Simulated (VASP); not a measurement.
# Si2W (I4/mmm) in VASP: notebook

The runs below take Si2W through relaxation of cell and atoms, with PBEsol+D4, RPBE+D4.

All numbers are computed with VASP 6.6.1; they aren't measurements. Logs are shortened: lines on timing, memory, paths and dates and some standing lists are left out, and cuts for length are marked.

**1. The cell of the first run**

It takes space group I4/mmm (No. 139, tetragonal). The conventional cell has a = 3.214 Å, b = 3.214 Å, c = 7.830 Å, α = 90.00°, β = 90.00°, γ = 90.00°. W (site symmetry 4/mmm) has 10 Si at 2.62 Å and 4 W at 3.21 Å within 3.4 Å. Si (site symmetry 4mm) has 9 Si at 2.59 to 3.21 Å and 5 W at 2.62 Å within 3.4 Å.

**2. Relaxation of cell and atoms, PBEsol+D4**

Contents of INCAR:

```
ALGO     = Normal         # electronic algorithm
EDIFF    = 1E-6           # SCF threshold, eV
EDIFFG   = -0.01          # ionic threshold
ENCUT    = 600            # plane-wave cutoff, eV
GGA      = PS             # functional
IBRION   = 2              # ionic algorithm
ISIF     = 3              # what is computed and relaxed
ISMEAR   = -1             # smearing method
IVDW     = 13             # dispersion correction
LASPH    = True           # aspherical terms in the spheres
LCHARG   = False          # write CHGCAR
LREAL    = False          # projectors in reciprocal space
LWAVE    = False          # write WAVECAR
NELM     = 100            # most SCF steps
NSW      = 60             # ionic steps
PREC     = Accurate       # precision mode
SIGMA    = 0.05           # smearing width, eV
```

Contents of KPOINTS:

```
k-points
0
Gamma
  12 12 12
```

Contents of POSCAR:

```
Si2W
1.0
   -1.6069000000      1.6069000000      3.9149500000
    1.6069000000     -1.6069000000      3.9149500000
    1.6069000000      1.6069000000     -3.9149500000
W Si
1 2
Direct
    0.0000000000      0.0000000000      0.0000000000
    0.6653000000      0.6653000000      0.0000000000
    0.3347000000      0.3347000000      0.0000000000
```

Potentials or basis: VASP PAW PBE potentials, release 64 (W_sv, Si).

Run with:

```sh
$ cat potpaw_PBE.64/W_sv/POTCAR potpaw_PBE.64/Si/POTCAR > POTCAR
$ mpirun -np 1 vasp_std > vasp.out
```

OUTCAR:

```text
EDIFF = 1E-6
   EDIFFG = -0.01
   ENCUT = 600
   GGA = PS
   IBRION = 2
   ISIF = 3
   ISMEAR = -1
   IVDW = 13
   LASPH = True
   LREAL = False
   NELM = 100
   NSW = 60
   PREC = Accurate

 ion  position               nearest neighbor table
   1  0.000  0.000  0.000-   2 2.62   2 2.62   2 2.62   3 2.62   2 2.62   3 2.62   3 2.62   3 2.62
                             2 2.62   3 2.62
   2  0.665  0.665  0.000-   3 2.59   1 2.62   1 2.62   1 2.62   1 2.62   1 2.62   3 2.63   3 2.63
                             3 2.63   3 2.63
   3  0.335  0.335  0.000-   2 2.59   1 2.62   1 2.62   1 2.62   1 2.62   1 2.62   2 2.63   2 2.63
                             2 2.63   2 2.63

  LATTYP: Found a body centered tetragonal cell.
 ALAT       =     3.2138000000
 C/A-ratio  =     2.4363370465

  Lattice vectors:

 A1 = (  -1.6069000000,   1.6069000000,   3.9149500000)
 A2 = (   1.6069000000,  -1.6069000000,   3.9149500000)
 A3 = (   1.6069000000,   1.6069000000,  -3.9149500000)

Analysis of symmetry for initial positions (statically):
=====================================================================
 Subroutine PRICEL returns:
 Original cell was already a primitive cell.

 Routine SETGRP: Setting up the symmetry group for a
 body centered tetragonal supercell.

 Subroutine GETGRP returns: Found 16 space group operations
 (whereof 16 operations were pure point group operations)
 out of a pool of 16 trial point group operations.

The static configuration has the point symmetry D_4h.

Analysis of symmetry for dynamics (positions and initial velocities):
=====================================================================
 Subroutine PRICEL returns:
 Original cell was already a primitive cell.

 Routine SETGRP: Setting up the symmetry group for a
 body centered tetragonal supercell.

 Subroutine GETGRP returns: Found 16 space group operations
 (whereof 16 operations were pure point group operations)
 out of a pool of 16 trial point group operations.

The dynamic configuration has the point symmetry D_4h.

 Subroutine INISYM returns: Found 16 space group operations
 (whereof 16 operations are pure point group operations),
 and found     1 'primitive' translations

----------------------------------------------------------------------------------------

                                     Primitive cell

  volume of cell :      40.4356

  direct lattice vectors                    reciprocal lattice vectors
    -1.606900000  1.606900000  3.914950000     0.000000000  0.311158131  0.127715552
     1.606900000 -1.606900000  3.914950000     0.311158131  0.000000000  0.127715552
     1.606900000  1.606900000 -3.914950000     0.311158131  0.311158131  0.000000000

  length of vectors
     4.526708376  4.526708376  4.526708376     0.336348992  0.336348992  0.440044048

  position of ions in fractional coordinates (direct lattice)
     0.000000000  0.000000000  0.000000000
     0.665300000  0.665300000  0.000000000
     0.334700000  0.334700000  0.000000000

  ion indices of the primitive-cell ions
   primitive index   ion index
                 1           1
                 2           2
                 3           3

----------------------------------------------------------------------------------------

 KPOINTS: k-points

Automatic generation of k-mesh.
 Grid dimensions read from file:
 generate k-points for:   12   12   12

 Generating k-lattice:

  Cartesian coordinates                     Fractional coordinates (reciprocal lattice)
     0.000000000  0.025929844  0.010642963     0.083333333  0.000000000  0.000000000
     0.025929844  0.000000000  0.010642963     0.000000000  0.083333333  0.000000000
     0.025929844  0.025929844  0.000000000     0.000000000  0.000000000  0.083333333

  Length of vectors
     0.028029083  0.028029083  0.036670337

  Shift w.r.t. Gamma in fractional coordinates (k-lattice)
     0.000000000  0.000000000  0.000000000

 Subroutine IBZKPT returns following result:
 ===========================================

 Found    163 irreducible k-points:

 Following reciprocal coordinates:
            Coordinates               Weight
  0.000000  0.000000  0.000000      1.000000
  0.083333  0.000000  0.000000      8.000000
  0.166667 -0.000000  0.000000      8.000000
  0.250000  0.000000  0.000000      8.000000
  0.333333  0.000000  0.000000      8.000000
  0.416667  0.000000  0.000000      8.000000
[... 16 lines left out ...]
  0.500000  0.166667 -0.000000     16.000000
 -0.416667  0.166667  0.000000     16.000000
 [... further k-points ...]
   k-points           NKPTS =    163   k-points in BZ     NKDIM =    163   number of bands    NBANDS=     15
   number of dos      NEDOS =    301   number of ions     NIONS =      3
   total plane-waves  NPLWV =  46656
   dimension x,y,z NGX =    36 NGY =   36 NGZ =   36
   dimension x,y,z NGXF=    72 NGYF=   72 NGZF=   72
   ions per type =               1   2
   NGX,Y,Z   is equivalent  to a cutoff of  13.22, 13.22, 13.22 a.u.
   NGXF,Y,Z  is equivalent  to a cutoff of  26.44, 26.44, 26.44 a.u.
 SYSTEM =  unknown system
   PREC   = accura    normal or accurate (medium, high low for compatibility)
   ISTART =      0    job   : 0-new  1-cont  2-samecut
   ICHARG =      2    charge: 1-file 2-atom 10-const
   ISPIN  =      1    spin polarized calculation?
   LNONCOLLINEAR =      F non collinear calculations
   LSORBIT =      F    spin-orbit coupling
   LASPH  =      T    aspherical Exc in radial PAW
   ENCUT  =  600.0 eV  44.10 Ry    6.64 a.u.   9.04  9.04  9.04*2*pi/ulx,y,z
   NELM   =    100;   NELMIN=  2; NELMDL= -5     # of ELM steps
   EDIFF  = 0.1E-05   stopping-criterion for ELM
   LREAL  =      F    real-space projection
   EDIFFG = -.1E-01   stopping-criterion for IOM
   NSW    =     60    number of steps for IOM
   IBRION =      2    ionic relax: 0-MD 1-quasi-New 2-CG
   NFREE  =      1    steps in history (QN), initial steepest desc. (CG)
   ISIF   =      3    stress and relaxation
   ISYM   =      2    0-nonsym 1-usesym 2-fastsym
   POTIM  = 0.5000    time-step for ionic-motion
   TEBEG  =    0.0;   TEEND  =   0.0 temperature during run
   PSTRESS=    0.0 pullay stress
   NELECT =      22.0000    total number of electrons
   NUPDOWN=      -1.0000    fix difference up-down
   EMIN   =  10.00;   EMAX   =-10.00  energy-range for DOS
   EFERMI =   0.00;   METHOD = LEGACY
   ISMEAR =    -1;   SIGMA  =   0.05  broadening in eV -4-tet -1-fermi 0-gaus
   EFERMI_NEDOS =   21; number of points for ismear=-14 and -15
   IALGO  =     38    algorithm
   IMIX   =      4    mixing-type and parameters
     AMIX     =   0.40;   BMIX     =  1.00
     AMIX_MAG =   1.60;   BMIX_MAG =  1.00
  volume/ion in A,a.u.               =      13.48        90.96
  Fermi-wavevector in a.u.,A,eV,Ry     =   1.336476  2.525573 24.302284  1.786167
  Thomas-Fermi vector in A             =   2.465099
   LORBIT       =      0    0 simple, 1 ext, 2 COOP (PROOUT), +10 PAW based schemes
   GGA     = PS    functional components
   LHFCALC =     F    Hartree Fock is set to
   AEXX    =    0.0000 exact exchange contribution
   IVDW    =    13    specifies the selected vdW correction
   LEPSILON=     F    determine dielectric tensor
   LRPA    =     F    only Hartree local field effects (RPA)
 conjugate gradient relaxation of ions
 non-spin polarized calculation
  energy-cutoff  :      600.00
  volume of cell :       40.44
 maximum number of plane-waves:      1372
   NGX = 19   NGY = 19   NGZ = 19

--------------------------------------- Ionic step        1  -------------------------------------------

 number of electron      21.9999999 magnetization

 Free energy of the ion-electron system (eV)
  ---------------------------------------------------
  ext. energy  EPLUGINS =         0.00000000
  ---------------------------------------------------
  free energy    TOTEN  =       -26.63928142 eV

  energy without entropy =      -26.63734129  energy(sigma->0) =      -26.63831135

------------------------ aborting loop because EDIFF is reached ----------------------------------------

  DFT-D4 for vdW energy calculation

  Edisp (eV):   -0.99883

  FORCE on cell =-STRESS in cart. coord.  units (eV):
  Direction    XX          YY          ZZ          XY          YZ          ZX
  --------------------------------------------------------------------------------------
  -------------------------------------------------------------------------------------
  Total      -1.36056    -1.36056    -1.21035     0.00000     0.00000     0.00000
  in kB     -53.90933   -53.90933   -47.95779     0.00000     0.00000     0.00000
  external pressure =      -51.93 kB  Pullay stress =        0.00 kB
[... 227 lines left out ...]
  energy  without entropy=      -27.6514813937  energy(sigma->0) =      -27.65237948

--------------------------------------- Ionic step        7  -------------------------------------------

 number of electron      21.9999999 magnetization

 Free energy of the ion-electron system (eV)
  ---------------------------------------------------
  ext. energy  EPLUGINS =         0.00000000
  ---------------------------------------------------
  free energy    TOTEN  =       -26.63415765 eV

  energy without entropy =      -26.63236661  energy(sigma->0) =      -26.63326213

 E-fermi :  12.2160     XC(G=0): -12.7139

 val. band max:       12.1664688860   @ k =  -0.3333  -0.4167   0.3333
 cond. band min:      12.2254234735   @ k =  -0.4167  -0.4167   0.3333
 fundamental gap:      0.0589545875
 Fermi energy:        12.2160167998

 k-point     1 :       0.0000    0.0000    0.0000
  band No.  band energies     occupation
      1     -61.5719      2.00000
      2     -25.8622      2.00000
      3     -25.8231      2.00000
      4     -25.8231      2.00000
      5      -2.0784      2.00000
      6       5.1812      2.00000
      7       8.4590      2.00000
      8       8.7254      2.00000
      9       9.2847      2.00000
     10       9.2847      2.00000
     11      12.8391      0.00001
     12      14.9963      0.00000
     13      15.0934      0.00000
     14      15.3866      0.00000
     15      15.3866      0.00000
[... 397 lines left out ...]
 k-point    24 :      -0.4167    0.1667    0.0000
  band No.  band energies     occupation
      1     -61.5617      2.00000
      2     -26.0399      2.00000
      3     -25.8604      2.00000
      4     -25.8376      2.00000
      5       1.0708      2.00000
      6       3.7630      2.00000
      7       6.3323      2.00000
      8       7.5398      2.00000
      9       9.2245      2.00000
     10       9.7846      2.00000
     11       9.9618      2.00000
     12      14.3205      0.00000
     13      14.9635      0.00000
     14      15.6070      0.00000
     15      17.0510      0.00000

 [... further k-points ...]

------------------------ aborting loop because EDIFF is reached ----------------------------------------

  DFT-D4 for vdW energy calculation

  Edisp (eV):   -1.01915

  FORCE on cell =-STRESS in cart. coord.  units (eV):
  Direction    XX          YY          ZZ          XY          YZ          ZX
  --------------------------------------------------------------------------------------
  -------------------------------------------------------------------------------------
  Total      -0.01382    -0.01382    -0.01400     0.00000    -0.00000     0.00000
  in kB      -0.55995    -0.55995    -0.56726     0.00000    -0.00000     0.00000
  external pressure =       -0.56 kB  Pullay stress =        0.00 kB
[... 18 lines left out ...]
  FREE ENERGIE OF THE ION-ELECTRON SYSTEM (eV)
  ---------------------------------------------------
  free  energy   TOTEN  =       -27.6533048605 eV

  energy  without entropy=      -27.6515138211  energy(sigma->0) =      -27.65240934

 reached required accuracy - stopping structural energy minimisation
```

Wall time 16 min (1 thread of Intel Xeon 8259CL, shared host); peak memory 0.3 GiB.

Results:

```
Free energy                           : -27.6533 eV
Relaxed volume                        : 13.18 Å³/atom
Relaxed cell                          : a = 4.498 Å, b = 4.498 Å, c = 4.498 Å, α = 138.51°, β = 138.51°, γ = 60.12°
Space group after relaxing (to 0.1 Å) : I4/mmm (No. 139)
Energy gained by relaxing             : 5.1 meV/atom
Ionic steps                           : 7
Pressure after relaxing               : -0.1 GPa
Largest force after relaxing          : 0.004 eV/Å
Band gap on the k mesh                : zero (bands 11 and 12 overlap by 1.37 eV)
Dispersion energy per atom            : -0.340 eV
```

Forces on the atoms (eV/Å):
```
W    0.000  0.000  0.000
Si   0.000  0.000 -0.004
Si   0.000  0.000  0.004
```

The path:
| step | energy change (eV) | largest force (eV/Å) | pressure (GPa) | volume (Å³) |
| --- | --- | --- | --- | --- |
| 1 | 0.0000 | 0.0273 | -5.19 | 40.44 |
| 2 | 0.0387 | 0.1802 | 11.10 | 37.93 |
| 3 | -0.0147 | 0.0777 | -0.02 | 39.55 |
| 4 | -0.0147 | 0.0789 | 0.05 | 39.54 |
| 5 | -0.0151 | 0.0063 | 0.03 | 39.52 |
| 6 | -0.0152 | 0.0202 | 0.04 | 39.52 |
| 7 | -0.0152 | 0.0036 | -0.06 | 39.54 |

Final structure:
```yaml
crystal:
  lattice:
    - [-1.59334, 1.59334, 3.89341]
    - [1.59334, -1.59334, 3.89341]
    - [1.59334, 1.59334, -3.89341]
  atoms:
    - { symbol: W, position: [0.00000, 0.00000, 0.00000] }
    - { symbol: Si, position: [0.66584, 0.66584, 0.00000] }
    - { symbol: Si, position: [0.33416, 0.33416, 0.00000] }
```

Caveat: the PAW data sets were made with another functional, which shifts forces and pressure a little; spin-orbit coupling is left out, which moves the levels of the heavy elements.

[end of part 1 of 2]
